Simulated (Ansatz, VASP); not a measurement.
## Ag in VASP and in Ansatz

File POSCAR:

```
Ag
1.0
    0.0000000000      2.0290398554      2.0290398554
    2.0290398554      0.0000000000      2.0290398554
    2.0290398554      2.0290398554      0.0000000000
Ag
1
Direct
    0.0000000000      0.0000000000      0.0000000000
```

Contents of INCAR.step1:

```
PREC     = Accurate       # precision mode
ENCUT    = 520            # plane-wave cutoff, eV
ISMEAR   = -1             # smearing method
SIGMA    = 0.05           # smearing width, eV
LREAL    = F              # projectors in reciprocal space
LASPH    = T              # aspherical terms in the spheres
NELM     = 80             # most SCF steps
NBANDS   = 12             # bands
GGA      = PE             # functional
ALGO     = Normal         # electronic algorithm
EDIFF    = 1E-4           # SCF threshold, eV
LWAVE    = T              # write WAVECAR
LCHARG   = F              # write CHGCAR
```

File INCAR.step2:

```
PREC     = Accurate       # precision mode
ENCUT    = 520            # plane-wave cutoff, eV
EDIFF    = 1E-6           # SCF threshold, eV
ISMEAR   = -1             # smearing method
SIGMA    = 0.05           # smearing width, eV
LREAL    = F              # projectors in reciprocal space
LASPH    = T              # aspherical terms in the spheres
NELM     = 80             # most SCF steps
ALGO     = Normal         # electronic algorithm
ISIF     = 2              # what is computed and relaxed
LWAVE    = F              # write WAVECAR
LCHARG   = T              # write CHGCAR
METAGGA  = R2SCAN         # meta-GGA
LMIXTAU  = T            
IVDW     = 13             # dispersion correction
LELF     = T              # ELF
LVHAR    = T            
NBANDS   = 12             # bands
VDW_S6   = 1.0          
VDW_S8   = 0.6018749    
VDW_A1   = 0.51559235   
VDW_A2   = 5.77342911   
ISTART   = 1
```

Contents of KPOINTS:

```
Automatic mesh
0
Gamma
  11 11 11
```

File input.yaml:

```yaml
crystal:
  lattice:
    - [0.0, 2.0290398554, 2.0290398554]
    - [2.0290398554, 0.0, 2.0290398554]
    - [2.0290398554, 2.0290398554, 0.0]
  atoms:
    - { symbol: Ag, position: [0.0, 0.0, 0.0] }
hamiltonian:
  xc: r2scan
  pseudopotentials: { kind: paw }
  dispersion: d4
kpoints:
  mp_grid: { grid: [11, 11, 11] }
scf:
  occupations: { method: fermi_dirac, width: 0.05 }
output:
  forces: true
  stress: true
  eigenvalues: true
```

Alike in both runs: task single point; functional r2SCAN; dispersion D4; k mesh 11 × 11 × 11; occupations fermi-dirac, width 0.05 eV; no spin polarisation.

|  | VASP | Ansatz |
| --- | --- | --- |
| version | VASP 6.6.1 | Ansatz 0.2.0 |
| potentials or method | VASP PAW PBE potentials, release 64 (Ag) | Ansatz PAW |
| plane-wave cutoff (eV) | 520 | 500 |
| valence electrons in the cell | 11 | 19 |

|  | VASP | Ansatz | Ansatz less VASP |
| --- | --- | --- | --- |
| gap on the k mesh at the Fermi level (eV) | none | none | - |
| pressure (GPa) | 2.1 | 1.9 | -0.18 |

VASP's potentials were made for PBE, not for r2SCAN. A gap of «none» marks a metal or a gap that the smearing closes. VASP's potentials hold 11 valence electrons a cell and Ansatz's 19, so a difference there can come from the potentials and not from the codes.
